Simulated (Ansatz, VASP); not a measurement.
# One calculation of SiGe, two programs

The input INCAR:

```
PREC = Accurate
ENCUT = 500
EDIFF = 1E-6
ISMEAR = 0
SIGMA = 0.01
LREAL = False
LASPH = True
NELM = 120
ALGO = Normal
ISIF = 2
LWAVE = False
LCHARG = False
GGA = PS
NBANDS = 26
GGA_COMPAT = False
```

KPOINTS

```
regular mesh
0
Gamma
  9 9 6
```

Contents of POSCAR:

```
SiGe
1.0
    3.8420878787      0.0000000000      0.0000000000
   -1.9210439394      3.3273457065      0.0000000000
    0.0000000000      0.0000000000      6.4743119853
Si Ge
2 2
Direct
    0.3333333333      0.6666666667      0.0013359029
    0.6666666667      0.3333333333      0.5013359029
    0.3333333333      0.6666666667      0.3726640971
    0.6666666667      0.3333333333      0.8726640971
```

Input for Ansatz:

```yaml
crystal:
  lattice:
    - [3.8420878761, 0.0, 0.0]
    - [-1.9210439381, 3.3273457043, 0.0]
    - [0.0, 0.0, 6.4743119872]
  atoms:
    - { symbol: Si, position: [0.3333333333, 0.6666666667, 0.001335903] }
    - { symbol: Si, position: [0.6666666667, 0.3333333333, 0.501335903] }
    - { symbol: Ge, position: [0.3333333333, 0.6666666667, 0.372664097] }
    - { symbol: Ge, position: [0.6666666667, 0.3333333333, 0.872664097] }
basis:
  ecutwfc: 420
kpoints:
  mp_grid: { grid: [9, 9, 6] }
  band_path:
    path:
      - [0.0, 0.0, 0.0]
      - [0.0, 0.0, 0.0]
      - [0.5, 0.0, 0.0]
      - [0.5, 0.0, 0.386896767]
      - [0.3333333333, 0.3333333333, 0.0]
      - [0.0, 0.0, 0.5]
      - [0.0073378473, -0.0036689237, 0.0]
      - [-0.0073378473, 0.0036689237, 0.0]
      - [0.0, 0.0, 0.0123650251]
      - [0.0, 0.0, -0.0123650251]
      - [0.0073378473, -0.0036689237, 0.0]
      - [-0.0073378473, 0.0036689237, 0.0]
      - [0.0, 0.0, 0.0123650251]
      - [0.0, 0.0, -0.0123650251]
    npoints: 1
hamiltonian:
  xc: pbesol
  pseudopotentials: { kind: paw, azcp: { folder: soft_1 } }
scf:
  occupations: { method: fixed }
  n_extra_bands: 6
output:
  forces: true
  stress: true
  eigenvalues: true
```

Alike in both runs: task single point; functional PBEsol; k mesh 9 × 9 × 6; no spin polarisation.

|  | VASP | Ansatz |
| --- | --- | --- |
| version | VASP 6.6.1 | Ansatz 0.2.0 |
| potentials or method | VASP PAW PBE potentials, release 64 (Si, Ge_d), cutoff 500 eV | scalar-relativistic, plane waves, PAW |
| occupations | gaussian, width 0.01 eV | fixed |
| valence electrons in the cell | 36 | 36 |

Ansatz gave:

- gap on the k mesh at the Fermi level (eV): 0.31
- least direct gap on the mesh (eV): 0.67
- pressure (GPa): 2.1
- traceless stress, the component that is largest in VASP (GPa): -2.15

Problem. Estimate VASP's values.

Solution. gap on the k mesh at the Fermi level (eV): 0.31; least direct gap on the mesh (eV): 0.67; pressure (GPa): 2.1; traceless stress, the component that is largest in VASP (GPa): -2.16.

VASP's potentials were made for PBE, not for PBEsol, and Ansatz warns of the same on its side.
